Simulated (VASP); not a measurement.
# ZnAuC4N4 (P-43m) in VASP: further runs

The runs below take ZnAuC4N4 through single point, relaxation of cell and atoms, with PBE.

Program: VASP 6.6.1. These are calculated values, not measurements. Logs are shortened: lines on timing, memory, paths and dates and some standing lists are left out, and cuts for length are marked.

## (1) The cell of the first run

Symmetry: P-43m, No. 215, cubic system. Conventional cell: a = 5.883 Å, b = 5.883 Å, c = 5.883 Å, α = 90.00°, β = 90.00°, γ = 90.00°. Zn (site symmetry -43m) has 4 N at 2.01 Å within 2.7 Å. C (site symmetry 3m) has 1 N at 1.17 Å within 1.6 Å. Within 2.5 Å of Au (site symmetry -43m) lie 4 C at 1.92 Å. N (site symmetry 3m) has 1 C at 1.17 Å within 1.6 Å.

## (2) Single point, PBE

Input file INCAR:

```
ALGO = Normal
EDIFF = 1E-6
ENCUT = 520
GGA = PE
ISIF = 2
ISMEAR = 0
LASPH = T
LCHARG = F
LREAL = F
LWAVE = F
NBANDS = 40
NELM = 60
PREC = Accurate
SIGMA = 0.1
```

Input file KPOINTS:

```
k-points
0
Gamma
  4 4 4
```

Input file POSCAR:

```
ZnAuC4N4
1.0
    5.8826218900      0.0000000000      0.0000000000
    0.0000000000      5.8826218900      0.0000000000
    0.0000000000      0.0000000000      5.8826218900
Zn C Au N
1 4 1 4
Direct
    0.5000000000      0.5000000000      0.5000000000
    0.1881440800      0.1881440800      0.1881440800
    0.1881440800      0.8118559200      0.8118559200
    0.8118559200      0.1881440800      0.8118559200
    0.8118559200      0.8118559200      0.1881440800
    0.0000000000      0.0000000000      0.0000000000
    0.3029738000      0.3029738000      0.3029738000
    0.3029738000      0.6970262000      0.6970262000
    0.6970262000      0.3029738000      0.6970262000
    0.6970262000      0.6970262000      0.3029738000
```

Potentials or basis: VASP PAW PBE potentials, release 64 (Zn, C, Au, N).

The run is started by

```console
$ cat potpaw_PBE.64/Zn/POTCAR potpaw_PBE.64/C/POTCAR potpaw_PBE.64/Au/POTCAR potpaw_PBE.64/N/POTCAR > POTCAR
$ mpirun -np 1 vasp_std > vasp.out
```

OUTCAR:

```text
EDIFF = 1E-6
   ENCUT = 520
   GGA = PE
   ISIF = 2
   ISMEAR = 0
   LASPH = T
   LREAL = F
   NELM = 60
   PREC = Accurate

 ion  position               nearest neighbor table
   1  0.500  0.500  0.500-   7 2.01   8 2.01   9 2.01  10 2.01
   2  0.188  0.188  0.188-   7 1.17   6 1.92
   3  0.188  0.812  0.812-   8 1.17   6 1.92
   4  0.812  0.188  0.812-   9 1.17   6 1.92
   5  0.812  0.812  0.188-  10 1.17   6 1.92
   6  0.000  0.000  0.000-   2 1.92   3 1.92   4 1.92   5 1.92
   7  0.303  0.303  0.303-   2 1.17   1 2.01
   8  0.303  0.697  0.697-   3 1.17   1 2.01
   9  0.697  0.303  0.697-   4 1.17   1 2.01
  10  0.697  0.697  0.303-   5 1.17   1 2.01

  LATTYP: Found a simple cubic cell.
 ALAT       =     5.8826218900

  Lattice vectors:

 A1 = (   5.8826218900,   0.0000000000,   0.0000000000)
 A2 = (   0.0000000000,   5.8826218900,   0.0000000000)
 A3 = (   0.0000000000,   0.0000000000,   5.8826218900)

Analysis of symmetry for initial positions (statically):
=====================================================================
 Subroutine PRICEL returns:
 Original cell was already a primitive cell.

 Routine SETGRP: Setting up the symmetry group for a
 simple cubic supercell.

 Subroutine GETGRP returns: Found 24 space group operations
 (whereof 24 operations were pure point group operations)
 out of a pool of 48 trial point group operations.

The static configuration has the point symmetry T_d .

Analysis of symmetry for dynamics (positions and initial velocities):
=====================================================================
 Subroutine PRICEL returns:
 Original cell was already a primitive cell.

 Routine SETGRP: Setting up the symmetry group for a
 simple cubic supercell.

 Subroutine GETGRP returns: Found 24 space group operations
 (whereof 24 operations were pure point group operations)
 out of a pool of 48 trial point group operations.

The dynamic configuration has the point symmetry T_d .

 Subroutine INISYM returns: Found 24 space group operations
 (whereof 24 operations are pure point group operations),
 and found     1 'primitive' translations

----------------------------------------------------------------------------------------

                                     Primitive cell

  volume of cell :     203.5695

  direct lattice vectors                    reciprocal lattice vectors
     5.882621890  0.000000000  0.000000000     0.169992228  0.000000000  0.000000000
     0.000000000  5.882621890  0.000000000     0.000000000  0.169992228  0.000000000
     0.000000000  0.000000000  5.882621890     0.000000000  0.000000000  0.169992228

  length of vectors
     5.882621890  5.882621890  5.882621890     0.169992228  0.169992228  0.169992228

  position of ions in fractional coordinates (direct lattice)
     0.500000000  0.500000000  0.500000000
     0.188144080  0.188144080  0.188144080
     0.188144080  0.811855920  0.811855920
     0.811855920  0.188144080  0.811855920
     0.811855920  0.811855920  0.188144080
     0.000000000  0.000000000  0.000000000
     0.302973800  0.302973800  0.302973800
     0.302973800  0.697026200  0.697026200
     0.697026200  0.302973800  0.697026200
     0.697026200  0.697026200  0.302973800

  ion indices of the primitive-cell ions
   primitive index   ion index
                 1           1
                 2           2
                 3           3
                 4           4
                 5           5
                 6           6
                 7           7
                 8           8
                 9           9
                10          10

----------------------------------------------------------------------------------------

 KPOINTS: k-points

Automatic generation of k-mesh.
 Grid dimensions read from file:
 generate k-points for:    4    4    4

 Generating k-lattice:

  Cartesian coordinates                     Fractional coordinates (reciprocal lattice)
     0.042498057  0.000000000  0.000000000     0.250000000  0.000000000  0.000000000
     0.000000000  0.042498057  0.000000000     0.000000000  0.250000000  0.000000000
     0.000000000  0.000000000  0.042498057     0.000000000  0.000000000  0.250000000

  Length of vectors
     0.042498057  0.042498057  0.042498057

  Shift w.r.t. Gamma in fractional coordinates (k-lattice)
     0.000000000  0.000000000  0.000000000

 Subroutine IBZKPT returns following result:
 ===========================================

 Found     10 irreducible k-points:

 Following reciprocal coordinates:
            Coordinates               Weight
  0.000000  0.000000  0.000000      1.000000
  0.250000  0.000000  0.000000      6.000000
  0.500000  0.000000  0.000000      3.000000
  0.250000  0.250000  0.000000     12.000000
  0.500000  0.250000  0.000000     12.000000
  0.500000  0.500000  0.000000      3.000000
  0.250000  0.250000  0.250000      8.000000
  0.500000  0.250000  0.250000     12.000000
  0.500000  0.500000  0.250000      6.000000
  0.500000  0.500000  0.500000      1.000000
   k-points           NKPTS =     10   k-points in BZ     NKDIM =     10   number of bands    NBANDS=     40
   number of dos      NEDOS =    301   number of ions     NIONS =     10
   total plane-waves  NPLWV = 110592
   dimension x,y,z NGX =    48 NGY =   48 NGZ =   48
   dimension x,y,z NGXF=    96 NGYF=   96 NGZF=   96
   ions per type =               1   4   1   4
   NGX,Y,Z   is equivalent  to a cutoff of  13.57, 13.57, 13.57 a.u.
   NGXF,Y,Z  is equivalent  to a cutoff of  27.13, 27.13, 27.13 a.u.
 SYSTEM =  unknown system
   PREC   = accura    normal or accurate (medium, high low for compatibility)
   ISTART =      0    job   : 0-new  1-cont  2-samecut
   ICHARG =      2    charge: 1-file 2-atom 10-const
   ISPIN  =      1    spin polarized calculation?
   LNONCOLLINEAR =      F non collinear calculations
   LSORBIT =      F    spin-orbit coupling
   LASPH  =      T    aspherical Exc in radial PAW
   ENCUT  =  520.0 eV  38.22 Ry    6.18 a.u.  10.94 10.94 10.94*2*pi/ulx,y,z
   NELM   =     60;   NELMIN=  2; NELMDL= -5     # of ELM steps
   EDIFF  = 0.1E-05   stopping-criterion for ELM
   LREAL  =      F    real-space projection
   EDIFFG = 0.1E-04   stopping-criterion for IOM
   NSW    =      0    number of steps for IOM
   IBRION =     -1    ionic relax: 0-MD 1-quasi-New 2-CG
   NFREE  =      0    steps in history (QN), initial steepest desc. (CG)
   ISIF   =      2    stress and relaxation
   ISYM   =      2    0-nonsym 1-usesym 2-fastsym
   POTIM  = 0.5000    time-step for ionic-motion
   TEBEG  =    0.0;   TEEND  =   0.0 temperature during run
   PSTRESS=    0.0 pullay stress
   NELECT =      59.0000    total number of electrons
   NUPDOWN=      -1.0000    fix difference up-down
   EMIN   =  10.00;   EMAX   =-10.00  energy-range for DOS
   EFERMI =   0.00;   METHOD = LEGACY
   ISMEAR =     0;   SIGMA  =   0.10  broadening in eV -4-tet -1-fermi 0-gaus
   EFERMI_NEDOS =   21; number of points for ismear=-14 and -15
   IALGO  =     38    algorithm
   IMIX   =      4    mixing-type and parameters
     AMIX     =   0.40;   BMIX     =  1.00
     AMIX_MAG =   1.60;   BMIX_MAG =  1.00
  volume/ion in A,a.u.               =      20.36       137.38
  Fermi-wavevector in a.u.,A,eV,Ry     =   1.083398  2.047325 15.969845  1.173751
  Thomas-Fermi vector in A             =   2.219463
   LORBIT       =      0    0 simple, 1 ext, 2 COOP (PROOUT), +10 PAW based schemes
   GGA     = PE    functional components
   LHFCALC =     F    Hartree Fock is set to
   AEXX    =    0.0000 exact exchange contribution
   IVDW    =     0    specifies the selected vdW correction
   LEPSILON=     F    determine dielectric tensor
   LRPA    =     F    only Hartree local field effects (RPA)
 non-spin polarized calculation
 Gauss-broadening in eV      SIGMA  =   0.10
  energy-cutoff  :      520.00
  volume of cell :      203.57
 maximum number of plane-waves:      5520
 NGX is ok and might be reduce to    48
   NGX = 21   NGY = 21   NGZ = 21

 number of electron      58.9999990 magnetization

 Free energy of the ion-electron system (eV)
  ---------------------------------------------------
  ext. energy  EPLUGINS =         0.00000000
  ---------------------------------------------------
  free energy    TOTEN  =       -68.33997676 eV

  energy without entropy =      -68.27593093  energy(sigma->0) =      -68.30795384

 E-fermi :  -1.7908     XC(G=0):  -7.3261

 val. band max:       -1.7944542533   @ k =   0.5000   0.2500   0.0000
 cond. band min:      -1.7775950677   @ k =   0.5000   0.0000   0.0000
 fundamental gap:      0.0168591856
 Fermi energy:        -1.7908474505

 k-point     1 :       0.0000    0.0000    0.0000
  band No.  band energies     occupation
      1     -18.5766      2.00000
      2     -18.4398      2.00000
      3     -18.4398      2.00000
      4     -18.4398      2.00000
      5     -10.2003      2.00000
      6      -9.5487      2.00000
[... 32 lines left out ...]
     39       4.3255      0.00000
     40       5.5923      0.00000

 k-point     2 :       0.2500    0.0000    0.0000
  band No.  band energies     occupation
      1     -18.5580      2.00000
      2     -18.4588      2.00000
      3     -18.4398      2.00000
      4     -18.4398      2.00000
      5     -10.1293      2.00000
      6      -9.6360      2.00000
[... 333 lines left out ...]
     39       5.2185      0.00000
     40       6.6178      0.00000

 k-point    10 :       0.5000    0.5000    0.5000
  band No.  band energies     occupation
      1     -18.5229      2.00000
      2     -18.4563      2.00000
      3     -18.4563      2.00000
      4     -18.4563      2.00000
      5     -10.2408      2.00000
      6      -9.5435      2.00000
[... 32 lines left out ...]
     39       5.0290      0.00000
     40       6.4961      0.00000

------------------------ aborting loop because EDIFF is reached ----------------------------------------

  FORCE on cell =-STRESS in cart. coord.  units (eV):
  Direction    XX          YY          ZZ          XY          YZ          ZX
  --------------------------------------------------------------------------------------
  -------------------------------------------------------------------------------------
  Total        6.9018568      6.9018568      6.9018568     -0.0000000      0.0000000     -0.0000000
  in kB       54.3204959     54.3204959     54.3204959     -0.0000000      0.0000000     -0.0000000
  external PRESSURE =      54.3204959 kB  Pullay stress =       0.0000000 kB

 VOLUME and BASIS-vectors are now :
 -----------------------------------------------------------------------------
  energy-cutoff  :      520.00
  volume of cell :      203.57
      direct lattice vectors                 reciprocal lattice vectors
     5.882621890  0.000000000  0.000000000     0.169992228  0.000000000  0.000000000
     0.000000000  5.882621890  0.000000000     0.000000000  0.169992228  0.000000000
     0.000000000  0.000000000  5.882621890     0.000000000  0.000000000  0.169992228

 POSITION                                       TOTAL-FORCE (eV/Angst)
 -----------------------------------------------------------------------------------
      2.94131      2.94131      2.94131        -0.000000     -0.000000     -0.000000
      1.10678      1.10678      1.10678         1.446195      1.446195      1.446195
      1.10678      4.77584      4.77584         1.446195     -1.446195     -1.446195
      4.77584      1.10678      4.77584        -1.446195      1.446195     -1.446195
      4.77584      4.77584      1.10678        -1.446195     -1.446195      1.446195
      0.00000      0.00000      0.00000        -0.000000     -0.000000     -0.000000
      1.78228      1.78228      1.78228         0.519608      0.519608      0.519608
      1.78228      4.10034      4.10034         0.519608     -0.519608     -0.519608
      4.10034      1.78228      4.10034        -0.519608      0.519608     -0.519608
      4.10034      4.10034      1.78228        -0.519608     -0.519608      0.519608
 -----------------------------------------------------------------------------------
    total drift:                               -0.000000     -0.000000     -0.000000

  FREE ENERGIE OF THE ION-ELECTRON SYSTEM (eV)
  ---------------------------------------------------
  free  energy   TOTEN  =       -68.3399767590 eV

  energy  without entropy=      -68.2759309259  energy(sigma->0) =      -68.30795384
```

Wall time 1.7 min (1 thread of Intel Xeon 6975P-C (Granite Rapids), shared host); peak memory 0.37 GiB.

What came out:

| Item | Value |
| --- | --- |
| Free energy | -68.3400 eV |
| Pressure | 5.4 GPa |
| Largest force | 2.505 eV/Å |
| Band gap on the k mesh | zero (an odd number of electrons rules out a gap without spin polarisation) |

Forces in eV/Å, atoms in the order of the input:
```
Zn   0.000  0.000  0.000
C    1.446  1.446  1.446
C    1.446 -1.446 -1.446
C   -1.446  1.446 -1.446
C   -1.446 -1.446  1.446
Au   0.000  0.000  0.000
N    0.520  0.520  0.520
N    0.520 -0.520 -0.520
N   -0.520  0.520 -0.520
N   -0.520 -0.520  0.520
```

Levels at points of the mesh, in eV from the Fermi level:
| k point | band 26 | band 27 | band 28 | band 29 | band 30 | band 31 | band 32 | band 33 | band 34 | band 35 |
| --- | --- | --- | --- | --- | --- | --- | --- | --- | --- | --- |
| (0.00, 0.00, 0.00) | -2.13 | -2.13 | -0.36 | -0.36 | -0.36 | 5.31 | 5.31 | 5.31 | 5.87 | 5.87 |
| (0.50, 0.00, 0.00) | -2.00 | -1.92 | -0.20 | 0.01 | 0.01 | 5.03 | 5.03 | 5.52 | 5.57 | 5.75 |
| (0.50, 0.50, 0.00) | -1.93 | -1.81 | -0.24 | 0.05 | 0.05 | 5.30 | 5.30 | 5.48 | 5.49 | 5.62 |
| (0.50, 0.50, 0.50) | -1.79 | -1.79 | -0.27 | -0.27 | -0.27 | 5.63 | 5.63 | 5.63 | 5.95 | 5.95 |

Caveat: the cell stands under pressure; spin-orbit coupling is left out, which moves the levels of the heavy elements; an odd number of electrons without spin polarisation forces a metal; a magnetic or distorted state may lie lower.

## (3) Single point, PBE

This run uses another cell than the first one, of 21.73 Å³/atom.

Input file INCAR:

```
SYSTEM = ZnAuC4N4
PREC     = Accurate       ! precision mode
ENCUT    = 520            ! plane-wave cutoff, eV
EDIFF    = 1E-7           ! SCF threshold, eV
ISMEAR   = 0              ! smearing method
SIGMA    = 0.1            ! smearing width, eV
LREAL    = .False.        ! projectors in reciprocal space
LASPH    = .True.         ! aspherical terms in the spheres
NELM     = 60             ! most SCF steps
ALGO     = Normal         ! electronic algorithm
ISIF     = 2              ! what is computed and relaxed
LWAVE    = .False.        ! write WAVECAR
LCHARG   = .True.         ! write CHGCAR
GGA      = PE             ! functional
LELF     = .True.         ! ELF
LVHAR    = .True.       
NBANDS   = 40             ! bands
```

Input file KPOINTS:

```
Automatic mesh
0
Gamma
  4 4 4
  0 0 0
```

Input file POSCAR:

```
ZnAuC4N4
1.0
    6.0122386656      0.0000000000      0.0000000000
    0.0000000000      6.0122386656      0.0000000000
    0.0000000000      0.0000000000      6.0122386656
Zn C Au N
1 4 1 4
Direct
    0.5000000000      0.5000000000      0.5000000000
    0.2000707192      0.2000707192      0.2000707192
    0.2000707192      0.7999292808      0.7999292808
    0.7999292808      0.2000707192      0.7999292808
    0.7999292808      0.7999292808      0.2000707192
    0.0000000000      0.0000000000      0.0000000000
    0.3121166765      0.3121166765      0.3121166765
    0.3121166765      0.6878833235      0.6878833235
    0.6878833235      0.3121166765      0.6878833235
    0.6878833235      0.6878833235      0.3121166765
```

Potentials or basis: VASP PAW PBE potentials, release 64 (Zn, C, Au, N).

The run is started by

```console
$ cat potpaw_PBE.64/Zn/POTCAR potpaw_PBE.64/C/POTCAR potpaw_PBE.64/Au/POTCAR potpaw_PBE.64/N/POTCAR > POTCAR
$ mpirun -np 1 vasp_std > vasp.out
```

Wall time 2.9 min (1 thread of Intel Xeon 6975P-C (Granite Rapids), shared host); peak memory 0.37 GiB.

Results (log left out):

* Free energy: -69.2411 eV
* Pressure: 0.7 GPa
* Largest force: 0.371 eV/Å
* Band gap on the k mesh: zero (an odd number of electrons rules out a gap without spin polarisation)

Forces in eV/Å, atoms in the order of the input:
```
Zn   0.000  0.000  0.000
C   -0.214 -0.214 -0.214
C   -0.214  0.214  0.214
C    0.214 -0.214  0.214
C    0.214  0.214 -0.214
Au   0.000  0.000  0.000
N    0.195  0.195  0.195
N    0.195 -0.195 -0.195
N   -0.195  0.195 -0.195
N   -0.195 -0.195  0.195
```

Levels at points of the mesh, in eV from the Fermi level:
```tsv
k point	band 28	band 29	band 30	band 31	band 32	band 33
(0.00, 0.00, 0.00)	-0.30	-0.30	-0.30	5.19	5.19	5.19
(0.50, 0.00, 0.00)	-0.22	0.01	0.01	5.11	5.11	5.42
(0.50, 0.50, 0.00)	-0.21	0.02	0.02	5.43	5.43	5.44
(0.50, 0.50, 0.50)	-0.23	-0.23	-0.23	5.47	5.47	5.47
```

Caveat: spin-orbit coupling is left out, which moves the levels of the heavy elements; an odd number of electrons without spin polarisation forces a metal; a magnetic or distorted state may lie lower.

[end of part 1 of 2]

The gap in the log of VASP goes by the Fermi energy; the results here count the filled bands.